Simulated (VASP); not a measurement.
Wanted: the native input for a VASP 6.6.1 run.

* Task: single point
* Functional: r2SCAN
* Potentials or basis: VASP PAW PBE potentials, release 64 (K_sv)
* Cutoff: 520 eV
* k mesh: 6 × 6 × 6
* Occupations: gaussian, width 0.1 eV
* Spin: no spin polarisation
* Dipole correction: no
* Further INCAR settings: ALGO = Normal; EDIFF = 1e-06; NBANDS = 10

The system is K.

```
K
1.0
    -2.61800    2.61800    2.61800
     2.61800   -2.61800    2.61800
     2.61800    2.61800   -2.61800
K
1
Cartesian
  0.0000 0.0000 0.0000
```

One way to write it, as run:

POSCAR

```
K
1.0
   -2.6180000000      2.6180000000      2.6180000000
    2.6180000000     -2.6180000000      2.6180000000
    2.6180000000      2.6180000000     -2.6180000000
K
1
Direct
    0.0000000000      0.0000000000      0.0000000000
```

INCAR.step1

```
  ALGO = Normal
  EDIFF = 1E-4
  ENCUT = 520
  GGA = PE
  ISMEAR = 0
  LASPH = T
  LCHARG = F
  LREAL = F
  LWAVE = T
  NBANDS = 10
  NELM = 60
  PREC = Accurate
  SIGMA = 0.1
```

INCAR.step2

```
  ALGO = Normal
  EDIFF = 1E-6
  ENCUT = 520
  ISIF = 2
  ISMEAR = 0
  ISTART = 1
  LASPH = T
  LCHARG = F
  LMIXTAU = T
  LREAL = F
  LWAVE = F
  METAGGA = R2SCAN
  NBANDS = 10
  NELM = 60
  PREC = Accurate
  SIGMA = 0.1
```

KPOINTS

```
k-points
0
Gamma
  6 6 6
```

Potentials or basis: VASP PAW PBE potentials, release 64 (K_sv).

Launch:

```console
$ cat potpaw_PBE.64/K_sv/POTCAR > POTCAR
$ cp INCAR.step1 INCAR
$ mpirun -np 1 vasp_std > vasp.out
$ cp INCAR.step2 INCAR
$ mpirun -np 1 vasp_std > vasp.out
```

Results of the run:

The pressure is 0.3 GPa. The band gap on the k mesh is zero (an odd number of electrons rules out a gap without spin polarisation).

Caveat: the PAW data sets were made with another functional, which shifts forces and pressure a little.

Wall time 23 s on 1 thread of Intel(R) Xeon(R) 6975P-C (Granite Rapids), with other jobs on the host, peak memory 0.2 GiB.
